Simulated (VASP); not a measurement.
# Zn (P-1) in VASP: single point with PBEsol

Aim: the single point of Zn with PBEsol.

Program: VASP 6.6.1. These are calculated values, not measurements. Logs are shortened: lines on timing, memory, paths and dates and some standing lists are left out, and cuts for length are marked.

**1. The cell of the first run**

The typed cell holds 2 atoms: a = 2.665 Å, b = 2.630 Å, c = 4.948 Å, α = 89.36°, β = 88.27°, γ = 118.70°.

**2. Single point, PBEsol (equal xy, yz and zx shear strains of +3 %)**

Contents of INCAR:

```
PREC = Accurate
ENCUT = 520
EDIFF = 1E-6
ISMEAR = -1
SIGMA = 0.03
LREAL = F
LASPH = T
NELM = 100
ALGO = Normal
ISIF = 2
LWAVE = F
LCHARG = T
GGA = PS
LELF = T
LVHAR = T
NBANDS = 19
```

Contents of KPOINTS:

```
Automatic mesh
0
Gamma
  18 18 8
```

Contents of POSCAR:

```
Zn
1.0
    2.6647980532      0.0399719708      0.0399719708
   -1.2977822844      2.2877968246      0.0146307568
    0.0742005000      0.0742005000      4.9467000000
Zn
2
Direct
    0.3333333333      0.6666666667      0.2500000000
    0.6666666667      0.3333333333      0.7500000000
```

Potentials or basis: VASP PAW PBE potentials, release 64 (Zn).

Started as:

```bash
$ cat potpaw_PBE.64/Zn/POTCAR > POTCAR
$ mpirun -np 1 vasp_std > vasp.out
```

OUTCAR:

```text
PREC = Accurate
   ENCUT = 520
   EDIFF = 1E-6
   ISMEAR = -1
   LREAL = F
   LASPH = T
   NELM = 100
   ISIF = 2
   GGA = PS

 ion  position               nearest neighbor table
   1  0.333  0.667  0.250-   2 2.87   2 2.87   2 2.89   2 2.92   2 2.95   2 2.98
   2  0.667  0.333  0.750-   1 2.87   1 2.87   1 2.89   1 2.92   1 2.95   1 2.98

  LATTYP: Found a triclinic cell.
 ALAT       =     2.7000409506
 B/A-ratio  =     0.9741696453
 C/A-ratio  =     1.8324954965
 COS(alpha) =     0.0112057055
 COS(beta)  =     0.0407400298
 COS(gamma) =     0.5001712246

  Lattice vectors:

 A1 = (   1.3670157688,   2.3277687954,   0.0546027276)
 A2 = (  -1.2977822844,   2.2877968246,   0.0146307568)
 A3 = (   0.0742005000,   0.0742005000,   4.9467000000)

Analysis of symmetry for initial positions (statically):
=====================================================================
 Subroutine PRICEL returns:
 Original cell was already a primitive cell.

 Routine SETGRP: Setting up the symmetry group for a
 triclinic supercell.

 Subroutine GETGRP returns: Found  2 space group operations
 (whereof  2 operations were pure point group operations)
 out of a pool of  2 trial point group operations.

The static configuration has the point symmetry S_2 .

Analysis of symmetry for dynamics (positions and initial velocities):
=====================================================================
 Subroutine PRICEL returns:
 Original cell was already a primitive cell.

 Routine SETGRP: Setting up the symmetry group for a
 triclinic supercell.

 Subroutine GETGRP returns: Found  2 space group operations
 (whereof  2 operations were pure point group operations)
 out of a pool of  2 trial point group operations.

The dynamic configuration has the point symmetry S_2 .

 Subroutine INISYM returns: Found  2 space group operations
 (whereof  2 operations are pure point group operations),
 and found     1 'primitive' translations

----------------------------------------------------------------------------------------

                                     Primitive cell

  volume of cell :      30.4008

  direct lattice vectors                    reciprocal lattice vectors
     2.664798053  0.039971971  0.039971971     0.372226140  0.211206050 -0.008751483
    -1.297782284  2.287796825  0.014630757    -0.006406530  0.433508536 -0.006406530
     0.074200500  0.074200500  4.946700000    -0.002988837 -0.002988837  0.202244637

  length of vectors
     2.665397565  2.630297935  4.947812882     0.428061775  0.433603203  0.202288802

  position of ions in fractional coordinates (direct lattice)
     0.333333333  0.666666667  0.250000000
     0.666666667  0.333333333  0.750000000

  ion indices of the primitive-cell ions
   primitive index   ion index
                 1           1
                 2           2

----------------------------------------------------------------------------------------

 KPOINTS: Automatic mesh

Automatic generation of k-mesh.
 Grid dimensions read from file:
 generate k-points for:   18   18    8

 Generating k-lattice:

  Cartesian coordinates                     Fractional coordinates (reciprocal lattice)
     0.020679230  0.011733669 -0.000486193     0.055555556  0.000000000 -0.000000000
    -0.000355918  0.024083808 -0.000355918    -0.000000000  0.055555556 -0.000000000
    -0.000373605 -0.000373605  0.025280580    -0.000000000 -0.000000000  0.125000000

  Length of vectors
     0.023781210  0.024089067  0.025286100

  Shift w.r.t. Gamma in fractional coordinates (k-lattice)
     0.000000000  0.000000000  0.000000000

 Subroutine IBZKPT returns following result:
 ===========================================

 Found   1300 irreducible k-points:

 Following reciprocal coordinates:
            Coordinates               Weight
  0.000000  0.000000  0.000000      1.000000
  0.055556  0.000000 -0.000000      2.000000
  0.111111  0.000000 -0.000000      2.000000
  0.166667 -0.000000 -0.000000      2.000000
  0.222222  0.000000 -0.000000      2.000000
  0.277778 -0.000000 -0.000000      2.000000
[... 16 lines left out ...]
 -0.333333  0.055556  0.000000      2.000000
 -0.277778  0.055556  0.000000      2.000000
 [... further k-points ...]
   k-points           NKPTS =   1300   k-points in BZ     NKDIM =   1300   number of bands    NBANDS=     19
   number of dos      NEDOS =    301   number of ions     NIONS =      2
   total plane-waves  NPLWV =  16000
   dimension x,y,z NGX =    20 NGY =   20 NGZ =   40
   dimension x,y,z NGXF=    40 NGYF=   40 NGZF=   80
   ions per type =               2
   NGX,Y,Z   is equivalent  to a cutoff of  12.47, 12.64, 13.44 a.u.
   NGXF,Y,Z  is equivalent  to a cutoff of  24.95, 25.28, 26.88 a.u.
 SYSTEM =  unknown system
   PREC   = accura    normal or accurate (medium, high low for compatibility)
   ISTART =      0    job   : 0-new  1-cont  2-samecut
   ICHARG =      2    charge: 1-file 2-atom 10-const
   ISPIN  =      1    spin polarized calculation?
   LNONCOLLINEAR =      F non collinear calculations
   LSORBIT =      F    spin-orbit coupling
   LASPH  =      T    aspherical Exc in radial PAW
   ENCUT  =  520.0 eV  38.22 Ry    6.18 a.u.   4.96  4.89  9.20*2*pi/ulx,y,z
   NELM   =    100;   NELMIN=  2; NELMDL= -5     # of ELM steps
   EDIFF  = 0.1E-05   stopping-criterion for ELM
   LREAL  =      F    real-space projection
   EDIFFG = 0.1E-04   stopping-criterion for IOM
   NSW    =      0    number of steps for IOM
   IBRION =     -1    ionic relax: 0-MD 1-quasi-New 2-CG
   NFREE  =      0    steps in history (QN), initial steepest desc. (CG)
   ISIF   =      2    stress and relaxation
   ISYM   =      2    0-nonsym 1-usesym 2-fastsym
   POTIM  = 0.5000    time-step for ionic-motion
   TEBEG  =    0.0;   TEEND  =   0.0 temperature during run
   PSTRESS=    0.0 pullay stress
   NELECT =      24.0000    total number of electrons
   NUPDOWN=      -1.0000    fix difference up-down
   EMIN   =  10.00;   EMAX   =-10.00  energy-range for DOS
   EFERMI =   0.00;   METHOD = LEGACY
   ISMEAR =    -1;   SIGMA  =   0.03  broadening in eV -4-tet -1-fermi 0-gaus
   EFERMI_NEDOS =   21; number of points for ismear=-14 and -15
   IALGO  =     38    algorithm
   IMIX   =      4    mixing-type and parameters
     AMIX     =   0.40;   BMIX     =  1.00
     AMIX_MAG =   1.60;   BMIX_MAG =  1.00
  volume/ion in A,a.u.               =      15.20       102.58
  Fermi-wavevector in a.u.,A,eV,Ry     =   1.513040  2.859231 31.147682  2.289290
  Thomas-Fermi vector in A             =   2.622884
   LORBIT       =      0    0 simple, 1 ext, 2 COOP (PROOUT), +10 PAW based schemes
   GGA     = PS    functional components
   LHFCALC =     F    Hartree Fock is set to
   AEXX    =    0.0000 exact exchange contribution
   IVDW    =     0    specifies the selected vdW correction
   LEPSILON=     F    determine dielectric tensor
   LRPA    =     F    only Hartree local field effects (RPA)
 non-spin polarized calculation
  energy-cutoff  :      520.00
  volume of cell :       30.40
 maximum number of plane-waves:       839
   NGX =  9   NGY =  9   NGZ = 19

 number of electron      24.0000009 magnetization

 Free energy of the ion-electron system (eV)
  ---------------------------------------------------
  ext. energy  EPLUGINS =         0.00000000
  ---------------------------------------------------
  free energy    TOTEN  =        -3.13379633 eV

  energy without entropy =       -3.13256450  energy(sigma->0) =       -3.13318041

 E-fermi :   2.9844     XC(G=0): -11.7031

 val. band max:        2.9817944640   @ k =  -0.4444  -0.1111   0.3750
 cond. band min:       2.9887470164   @ k =  -0.2222  -0.0000   0.1250
 fundamental gap:      0.0069525524
 Fermi energy:         2.9843642402

 k-point     1 :       0.0000    0.0000    0.0000
  band No.  band energies     occupation
      1      -7.4777      2.00000
      2      -5.6444      2.00000
      3      -4.9423      2.00000
      4      -4.7722      2.00000
      5      -4.7196      2.00000
      6      -4.6438      2.00000
[... 11 lines left out ...]
     18      21.4934      0.00000
     19      22.3001      0.00000

 k-point     2 :       0.0556    0.0000   -0.0000
  band No.  band energies     occupation
      1      -7.3886      2.00000
      2      -5.6061      2.00000
      3      -4.9349      2.00000
      4      -4.7765      2.00000
      5      -4.7249      2.00000
      6      -4.6258      2.00000
[... 11 lines left out ...]
     18      21.5369      0.00000
     19      22.5450      0.00000

 k-point     3 :       0.1111    0.0000   -0.0000
  band No.  band energies     occupation
      1      -7.1248      2.00000
      2      -5.5024      2.00000
      3      -4.9209      2.00000
      4      -4.7876      2.00000
      5      -4.7304      2.00000
      6      -4.5712      2.00000
[... 11 lines left out ...]
     18      20.5372      0.00000
     19      21.3417      0.00000

 k-point     4 :       0.1667   -0.0000   -0.0000
  band No.  band energies     occupation
      1      -6.7005      2.00000
      2      -5.3715      2.00000
      3      -4.9106      2.00000
      4      -4.8079      2.00000
      5      -4.6903      2.00000
      6      -4.5650      2.00000
[... 11 lines left out ...]
     18      19.6944      0.00000
     19      20.0823      0.00000

 k-point     5 :       0.2222    0.0000   -0.0000
  band No.  band energies     occupation
      1      -6.1618      2.00000
      2      -5.2864      2.00000
      3      -4.8739      2.00000
      4      -4.8052      2.00000
      5      -4.7421      2.00000
      6      -4.5654      2.00000
[... 11 lines left out ...]
     18      18.7864      0.00000
     19      19.1364      0.00000
[... 334 lines left out ...]
      2      -5.3336      2.00000
      3      -5.1504      2.00000
      4      -4.7079      2.00000
      5      -4.6003      2.00000
      6      -4.5209      2.00000
[... 11 lines left out ...]
     18      18.3210      0.00000
     19      19.0158      0.00000

 k-point    22 :      -0.3889    0.0556    0.0000
  band No.  band energies     occupation
      1      -5.3922      2.00000
      2      -5.3118      2.00000
      3      -5.0803      2.00000
      4      -4.6967      2.00000
      5      -4.6348      2.00000
      6      -4.4959      2.00000
[... 11 lines left out ...]
     18      18.7550      0.00000
     19      19.2308      0.00000

 k-point    23 :      -0.3333    0.0556    0.0000
  band No.  band energies     occupation
      1      -5.4656      2.00000
      2      -5.2767      2.00000
      3      -4.9750      2.00000
      4      -4.7610      2.00000
      5      -4.6243      2.00000
      6      -4.5928      2.00000
[... 11 lines left out ...]
     18      19.3076      0.00000
     19      19.5891      0.00000

 k-point    24 :      -0.2778    0.0556    0.0000
  band No.  band energies     occupation
      1      -5.8214      2.00000
      2      -5.2472      2.00000
      3      -4.8544      2.00000
      4      -4.8178      2.00000
      5      -4.7845      2.00000
      6      -4.5465      2.00000
[... 11 lines left out ...]
     18      18.9983      0.00000
     19      19.9153      0.00000

 [... further k-points ...]
[... 5 lines left out ...]
  --------------------------------------------------------------------------------------
  -------------------------------------------------------------------------------------
  Total       -1.0685164     -0.9438608     -0.6973945     -0.1882761     -0.1330609     -0.1442530
  in kB      -56.3128189    -49.7432354    -36.7539998     -9.9225036     -7.0125605     -7.6024054
  external PRESSURE =     -47.6033514 kB  Pullay stress =       0.0000000 kB

 VOLUME and BASIS-vectors are now :
 -----------------------------------------------------------------------------
  energy-cutoff  :      520.00
  volume of cell :       30.40
      direct lattice vectors                 reciprocal lattice vectors
     2.664798053  0.039971971  0.039971971     0.372226140  0.211206050 -0.008751483
    -1.297782284  2.287796825  0.014630757    -0.006406530  0.433508536 -0.006406530
     0.074200500  0.074200500  4.946700000    -0.002988837 -0.002988837  0.202244637

 POSITION                                       TOTAL-FORCE (eV/Angst)
 -----------------------------------------------------------------------------------
      0.04163      1.55707      1.25975         0.019004      0.004411     -0.000148
      1.39959      0.84490      3.74155        -0.019004     -0.004411      0.000148
 -----------------------------------------------------------------------------------
    total drift:                                0.000000     -0.000000      0.000000

  FREE ENERGIE OF THE ION-ELECTRON SYSTEM (eV)
  ---------------------------------------------------
  free  energy   TOTEN  =        -3.1337963280 eV

  energy  without entropy=       -3.1325644981  energy(sigma->0) =       -3.13318041
```

Wall time 7.5 min (1 thread of AMD EPYC 7R13, shared host); peak memory 0.62 GiB.

Results:

```yaml
Free_energy: -3.1338 eV
Pressure: -4.8 GPa
Largest_force: 0.020 eV/Å
Band_gap_on_the_k_mesh: zero (bands 12 and 13 overlap by 4.71 eV)
```

Forces on the atoms (eV/Å):
```
Zn   0.019  0.004  0.000
Zn  -0.019 -0.004  0.000
```

Caveat: the cell differs from its parent crystal (equal xy, yz and zx shear strains of +3 %); the cell stands under tension; the PAW data sets were made with another functional, which shifts forces and pressure a little.
